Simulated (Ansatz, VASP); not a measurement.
## CaGeF2 in VASP and in Ansatz

INCAR

```
ALGO = Normal
EDIFF = 1E-7
ENCUT = 520
GGA = PE
ISIF = 2
ISMEAR = 0
LASPH = True
LCHARG = False
LREAL = False
LWAVE = False
NBANDS = 27
NELM = 100
PREC = Accurate
SIGMA = 0.1
```

The input KPOINTS:

```
k-points
0
Gamma
  6 6 6
```

File POSCAR:

```
CaGeF2
1.0
    1.7028046500      0.9831147200      5.4253998600
   -1.7028046500      0.9831147200      5.4253998600
    0.0000000000     -1.9662294400      5.4253998600
Ca Ge F
1 1 2
Direct
    0.5000000000      0.5000000000      0.5000000000
    0.0000000000      0.0000000000      0.0000000000
    0.7143518400      0.7143518400      0.7143518400
    0.2856481600      0.2856481600      0.2856481600
```

Input for Ansatz:

```yaml
crystal:
  lattice:
    - [1.70280465, 0.98311472, 5.42539986]
    - [-1.70280465, 0.98311472, 5.42539986]
    - [0.0, -1.96622944, 5.42539986]
  atoms:
    - { symbol: Ca, position: [0.5, 0.5, 0.5] }
    - { symbol: Ge, position: [0.0, 0.0, 0.0] }
    - { symbol: F, position: [0.71435184, 0.71435184, 0.71435184] }
    - { symbol: F, position: [0.28564816, 0.28564816, 0.28564816] }
basis:
  ecutwfc: 420
kpoints:
  mp_grid: { grid: [6, 6, 6] }
hamiltonian:
  xc: pbe
scf:
  occupations: { method: gaussian, width: 0.1 }
  lower_state_search: "off"
output:
  forces: true
  stress: true
  eigenvalues: true
```

Alike in both runs: task single point; functional PBE; k mesh 6 × 6 × 6; occupations gaussian, width 0.1 eV; no spin polarisation.

|  | VASP | Ansatz |
| --- | --- | --- |
| version | VASP 6.6.1 | Ansatz 0.2.0 |
| potentials or method | VASP PAW PBE potentials, release 64 (Ca_sv, Ge_d, F), cutoff 520 eV | scalar-relativistic, plane waves, PAW |
| valence electrons in the cell | 38 | 38 |

VASP gave:

* gap on the k mesh at the Fermi level (eV): none
* rms of the force components (eV/Å): 0.619

Task: What did Ansatz give for the same quantities?

Result: gap on the k mesh at the Fermi level (eV): none; rms of the force components (eV/Å): 0.606.

Atom by atom the forces differ by 0.012 eV/Å (rms over components). A gap of «none» marks a metal or a gap that the smearing closes. The functional is the same, so the differences come from potentials, cutoffs and numerics.

The k mesh is coarse, so the values compare programs but aren't converged.
